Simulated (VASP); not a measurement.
# MgS (P6_3/mmc) in VASP: single point with r2SCAN

Aim: the single point of MgS with r2SCAN.

All numbers are computed with VASP 6.6.1; they aren't measurements. Logs are shortened: lines on timing, memory, paths and dates and some standing lists are left out, and cuts for length are marked.

### Step 1. The cell of the first run

The structure is hexagonal, space group P6_3/mmc (No. 194). Conventional cell: a = 4.208 Å, b = 4.208 Å, c = 5.177 Å, α = 90.00°, β = 90.00°, γ = 120.00°. Mg (site symmetry -6m2) has 5 S at 2.43 to 2.59 Å within 3.2 Å. S (site symmetry -6m2) has 5 Mg at 2.43 to 2.59 Å within 3.2 Å.

### Step 2. Single point, r2SCAN (19.85 Å³/atom)

The input, POSCAR:

```
MgS
1.0
    4.2078528688      0.0000000000      0.0000000000
   -2.1039264344      3.6441074798      0.0000000000
    0.0000000000      0.0000000000      5.1772018039
Mg S
2 2
Direct
    0.3333333333      0.6666666667      0.2500000000
    0.6666666667      0.3333333333      0.7500000000
    0.6666666667      0.3333333333      0.2500000000
    0.3333333333      0.6666666667      0.7500000000
```

The input, INCAR.step1:

```
SYSTEM = MgS
ALGO = Normal ; EDIFF = 1E-5
ENCUT = 920 ; GGA = PE
GGA_COMPAT = .False. ; ISMEAR = 0
LASPH = .True. ; LCHARG = .False.
LREAL = .False. ; LWAVE = .True.
NBANDS = 24 ; NELM = 120
PREC = Accurate ; SIGMA = 0.01
```

The input, INCAR.step2:

```
SYSTEM = MgS
ALGO = Normal ; EDIFF = 1E-6
ENCUT = 920 ; GGA_COMPAT = .False.
ISIF = 2 ; ISMEAR = 0
ISTART = 1 ; LASPH = .True.
LCHARG = .False. ; LMIXTAU = .True.
LREAL = .False. ; LWAVE = .False.
METAGGA = R2SCAN ; NBANDS = 24
NELM = 120 ; PREC = Accurate
SIGMA = 0.01
```

The input, KPOINTS:

```
k-points
0
Gamma
  6 6 4
  0 0 0
```

Potentials or basis: VASP PAW PBE potentials, release 64 (Mg_sv, S).

On the command line:

```sh
cat potpaw_PBE.64/Mg_sv/POTCAR potpaw_PBE.64/S/POTCAR > POTCAR
cp INCAR.step1 INCAR
mpirun -np 1 vasp_std > vasp.out
cp INCAR.step2 INCAR
mpirun -np 1 vasp_std > vasp.out
```

OUTCAR:

```text
SYSTEM = MgS
   EDIFF = 1E-6
   ENCUT = 920
   ISIF = 2
   ISMEAR = 0
   ISTART = 1
   LASPH = .True.
   LREAL = .False.
   METAGGA = R2SCAN
   NELM = 120
   PREC = Accurate

 ion  position               nearest neighbor table
   1  0.333  0.667  0.250-   3 2.43   3 2.43   3 2.43
   2  0.667  0.333  0.750-   4 2.43   4 2.43   4 2.43
   3  0.667  0.333  0.250-   1 2.43   1 2.43   1 2.43
   4  0.333  0.667  0.750-   2 2.43   2 2.43   2 2.43

  LATTYP: Found a hexagonal cell.
 ALAT       =     4.2078528688
 C/A-ratio  =     1.2303666419

  Lattice vectors:

 A1 = (   4.2078528688,   0.0000000000,   0.0000000000)
 A2 = (  -2.1039264344,   3.6441074798,   0.0000000000)
 A3 = (   0.0000000000,   0.0000000000,   5.1772018039)

Analysis of symmetry for initial positions (statically):
=====================================================================
 Subroutine PRICEL returns:
 Original cell was already a primitive cell.

 Routine SETGRP: Setting up the symmetry group for a
 hexagonal supercell.

 Subroutine GETGRP returns: Found 24 space group operations
 (whereof 12 operations were pure point group operations)
 out of a pool of 24 trial point group operations.

The static configuration has the point symmetry D_3d.
 The point group associated with its full space group is D_6h.

Analysis of symmetry for dynamics (positions and initial velocities):
=====================================================================
 Subroutine PRICEL returns:
 Original cell was already a primitive cell.

 Routine SETGRP: Setting up the symmetry group for a
 hexagonal supercell.

 Subroutine GETGRP returns: Found 24 space group operations
 (whereof 12 operations were pure point group operations)
 out of a pool of 24 trial point group operations.

The dynamic configuration has the point symmetry D_3d.
 The point group associated with its full space group is D_6h.

 Subroutine INISYM returns: Found 24 space group operations
 (whereof 12 operations are pure point group operations),
 and found     1 'primitive' translations

----------------------------------------------------------------------------------------

                                     Primitive cell

  volume of cell :      79.3865

  direct lattice vectors                    reciprocal lattice vectors
     4.207852869  0.000000000  0.000000000     0.237650895  0.137207808  0.000000000
    -2.103926434  3.644107480  0.000000000     0.000000000  0.274415616  0.000000000
     0.000000000  0.000000000  5.177201804     0.000000000  0.000000000  0.193154534

  length of vectors
     4.207852869  4.207852869  5.177201804     0.274415616  0.274415616  0.193154534

  position of ions in fractional coordinates (direct lattice)
     0.333333333  0.666666667  0.250000000
     0.666666667  0.333333333  0.750000000
     0.666666667  0.333333333  0.250000000
     0.333333333  0.666666667  0.750000000

  ion indices of the primitive-cell ions
   primitive index   ion index
                 1           1
                 2           2
                 3           3
                 4           4

----------------------------------------------------------------------------------------

 KPOINTS: k-points

Automatic generation of k-mesh.
 Grid dimensions read from file:
 generate k-points for:    6    6    4

 Generating k-lattice:

  Cartesian coordinates                     Fractional coordinates (reciprocal lattice)
     0.039608482  0.022867968  0.000000000     0.166666667  0.000000000  0.000000000
     0.000000000  0.045735936  0.000000000     0.000000000  0.166666667  0.000000000
     0.000000000  0.000000000  0.048288633     0.000000000  0.000000000  0.250000000

  Length of vectors
     0.045735936  0.045735936  0.048288633

  Shift w.r.t. Gamma in fractional coordinates (k-lattice)
     0.000000000  0.000000000  0.000000000

 Subroutine IBZKPT returns following result:
 ===========================================

 Found     21 irreducible k-points:

 Following reciprocal coordinates:
            Coordinates               Weight
  0.000000  0.000000  0.000000      1.000000
  0.166667  0.000000  0.000000      6.000000
  0.333333  0.000000  0.000000      6.000000
  0.500000  0.000000  0.000000      3.000000
  0.166667  0.166667  0.000000      6.000000
  0.333333  0.166667  0.000000     12.000000
[... 13 lines left out ...]
  0.333333  0.166667  0.500000     12.000000
  0.333333  0.333333  0.500000      2.000000
   k-points           NKPTS =     21   k-points in BZ     NKDIM =     21   number of bands    NBANDS=     24
   number of dos      NEDOS =    301   number of ions     NIONS =      4
   total plane-waves  NPLWV =  95256
   dimension x,y,z NGX =    42 NGY =   42 NGZ =   54
   dimension x,y,z NGXF=    84 NGYF=   84 NGZF=  108
   ions per type =               2   2
   NGX,Y,Z   is equivalent  to a cutoff of  16.59, 16.59, 17.34 a.u.
   NGXF,Y,Z  is equivalent  to a cutoff of  33.19, 33.19, 34.68 a.u.
 SYSTEM =  MgS
   PREC   = accura    normal or accurate (medium, high low for compatibility)
   ISTART =      1    job   : 0-new  1-cont  2-samecut
   ICHARG =      0    charge: 1-file 2-atom 10-const
   ISPIN  =      1    spin polarized calculation?
   LNONCOLLINEAR =      F non collinear calculations
   LSORBIT =      F    spin-orbit coupling
   LASPH  =      T    aspherical Exc in radial PAW
   ENCUT  =  920.0 eV  67.62 Ry    8.22 a.u.  10.41 10.41 12.80*2*pi/ulx,y,z
   NELM   =    120;   NELMIN=  2; NELMDL=  0     # of ELM steps
   EDIFF  = 0.1E-05   stopping-criterion for ELM
   LREAL  =      F    real-space projection
   EDIFFG = 0.1E-04   stopping-criterion for IOM
   NSW    =      0    number of steps for IOM
   IBRION =     -1    ionic relax: 0-MD 1-quasi-New 2-CG
   NFREE  =      0    steps in history (QN), initial steepest desc. (CG)
   ISIF   =      2    stress and relaxation
   ISYM   =      2    0-nonsym 1-usesym 2-fastsym
   POTIM  = 0.5000    time-step for ionic-motion
   TEBEG  =    0.0;   TEEND  =   0.0 temperature during run
   PSTRESS=    0.0 pullay stress
   NELECT =      32.0000    total number of electrons
   NUPDOWN=      -1.0000    fix difference up-down
   EMIN   =  10.00;   EMAX   =-10.00  energy-range for DOS
   EFERMI =   0.00;   METHOD = LEGACY
   ISMEAR =     0;   SIGMA  =   0.01  broadening in eV -4-tet -1-fermi 0-gaus
   EFERMI_NEDOS =   21; number of points for ismear=-14 and -15
   IALGO  =     38    algorithm
   IMIX   =      4    mixing-type and parameters
     AMIX     =   0.40;   BMIX     =  1.00
     AMIX_MAG =   1.60;   BMIX_MAG =  1.00
  volume/ion in A,a.u.               =      19.85       133.93
  Fermi-wavevector in a.u.,A,eV,Ry     =   1.209324  2.285290 19.898027  1.462464
  Thomas-Fermi vector in A             =   2.344905
   LORBIT       =      0    0 simple, 1 ext, 2 COOP (PROOUT), +10 PAW based schemes
   METAGGA = R2SCAN    functional components
   LHFCALC =     F    Hartree Fock is set to
   AEXX    =    0.0000 exact exchange contribution
   IVDW    =     0    specifies the selected vdW correction
   LEPSILON=     F    determine dielectric tensor
   LRPA    =     F    only Hartree local field effects (RPA)
 non-spin polarized calculation
 Gauss-broadening in eV      SIGMA  =   0.01
  energy-cutoff  :      920.00
  volume of cell :       79.39
 maximum number of plane-waves:      5113
 NGX is ok and might be reduce to    42
   NGX = 21   NGY = 21   NGZ = 25

 number of electron      31.9999988 magnetization

 Free energy of the ion-electron system (eV)
  ---------------------------------------------------
  ext. energy  EPLUGINS =         0.00000000
  ---------------------------------------------------
  free energy    TOTEN  =       -30.82569431 eV

  energy without entropy =      -30.82569431  energy(sigma->0) =      -30.82569431

 E-fermi :   2.6671     XC(G=0):  -9.5654

 val. band max:        2.5153269168   @ k =   0.0000   0.0000   0.0000
 cond. band min:       6.3197723327   @ k =   0.0000   0.0000   0.0000
 fundamental gap:      3.8044454159
 Fermi energy:         2.6670703002

 k-point     1 :       0.0000    0.0000    0.0000
  band No.  band energies     occupation
      1     -74.9721      2.00000
      2     -74.9715      2.00000
      3     -40.0919      2.00000
      4     -40.0841      2.00000
      5     -40.0836      2.00000
      6     -40.0836      2.00000
[... 16 lines left out ...]
     23      11.1174      0.00000
     24      11.1174      0.00000

 k-point     2 :       0.1667    0.0000    0.0000
  band No.  band energies     occupation
      1     -74.9719      2.00000
      2     -74.9714      2.00000
      3     -40.0914      2.00000
      4     -40.0845      2.00000
      5     -40.0838      2.00000
      6     -40.0838      2.00000
[... 16 lines left out ...]
     23      10.8346      0.00000
     24      11.7623      0.00000

 k-point     3 :       0.3333    0.0000    0.0000
  band No.  band energies     occupation
      1     -74.9718      2.00000
      2     -74.9715      2.00000
      3     -40.0902      2.00000
      4     -40.0857      2.00000
      5     -40.0842      2.00000
      6     -40.0841      2.00000
[... 16 lines left out ...]
     23      11.3203      0.00000
     24      13.4193      0.00000
[... 433 lines left out ...]
 k-point    20 :       0.3333    0.1667    0.5000
  band No.  band energies     occupation
      1     -74.9716      2.00000
      2     -74.9716      2.00000
      3     -40.0897      2.00000
      4     -40.0897      2.00000
      5     -40.0827      2.00000
      6     -40.0827      2.00000
[... 16 lines left out ...]
     23      12.4250      0.00000
     24      12.4250      0.00000

 k-point    21 :       0.3333    0.3333    0.5000
  band No.  band energies     occupation
      1     -74.9716      2.00000
      2     -74.9716      2.00000
      3     -40.0898      2.00000
      4     -40.0898      2.00000
      5     -40.0829      2.00000
      6     -40.0829      2.00000
[... 16 lines left out ...]
     23      11.9123      0.00000
     24      11.9123      0.00000

------------------------ aborting loop because EDIFF is reached ----------------------------------------

  FORCE on cell =-STRESS in cart. coord.  units (eV):
  Direction    XX          YY          ZZ          XY          YZ          ZX
  --------------------------------------------------------------------------------------
  -------------------------------------------------------------------------------------
  Total        2.3528406      2.3528406      2.1561048      0.0000000      0.0000000      0.0000000
  in kB       47.4849807     47.4849807     43.5144626      0.0000000      0.0000000      0.0000000
  external PRESSURE =      46.1614746 kB  Pullay stress =       0.0000000 kB

 VOLUME and BASIS-vectors are now :
 -----------------------------------------------------------------------------
  energy-cutoff  :      920.00
  volume of cell :       79.39
      direct lattice vectors                 reciprocal lattice vectors
     4.207852869  0.000000000  0.000000000     0.237650895  0.137207808  0.000000000
    -2.103926434  3.644107480  0.000000000     0.000000000  0.274415616  0.000000000
     0.000000000  0.000000000  5.177201804     0.000000000  0.000000000  0.193154534

 POSITION                                       TOTAL-FORCE (eV/Angst)
 -----------------------------------------------------------------------------------
     -0.00000      2.42940      1.29430         0.000000     -0.000000     -0.000000
      2.10393      1.21470      3.88290        -0.000000      0.000000     -0.000000
      2.10393      1.21470      1.29430         0.000000     -0.000000      0.000000
     -0.00000      2.42940      3.88290        -0.000000      0.000000      0.000000
 -----------------------------------------------------------------------------------
    total drift:                               -0.000000     -0.000000     -0.000000

  FREE ENERGIE OF THE ION-ELECTRON SYSTEM (eV)
  ---------------------------------------------------
  free  energy   TOTEN  =       -30.8256943050 eV

  energy  without entropy=      -30.8256943050  energy(sigma->0) =      -30.82569431
```

Wall time 3.3 min (1 thread of Intel Xeon Platinum 8559C (Emerald Rapids), shared host); peak memory 0.36 GiB.

Results:

| Property | Result |
| --- | --- |
| Free energy | -30.8257 eV |
| Pressure | 4.6 GPa |
| Band gap on the k mesh | 3.80 eV |

Levels at points of the mesh, in eV from the valence-band top:
```
           k point  band 13  band 14  band 15  band 16  band 17  band 18  band 19  band 20
(0.00, 0.00, 0.00)    -2.25    -1.00    -1.00     0.00     3.80     3.94     6.64     6.64
(0.50, 0.00, 0.00)    -2.94    -2.68    -1.79    -0.89     3.85     6.27     6.55     6.91
(0.00, 0.00, 0.50)    -1.66    -1.66    -1.66    -1.66     5.40     5.40     6.53     6.53
(0.50, 0.00, 0.50)    -2.10    -2.10    -0.96    -0.96     5.05     5.05     7.22     7.22
```

Caveat: the cell stands under pressure; the PAW data sets were made with another functional, which shifts forces and pressure a little.
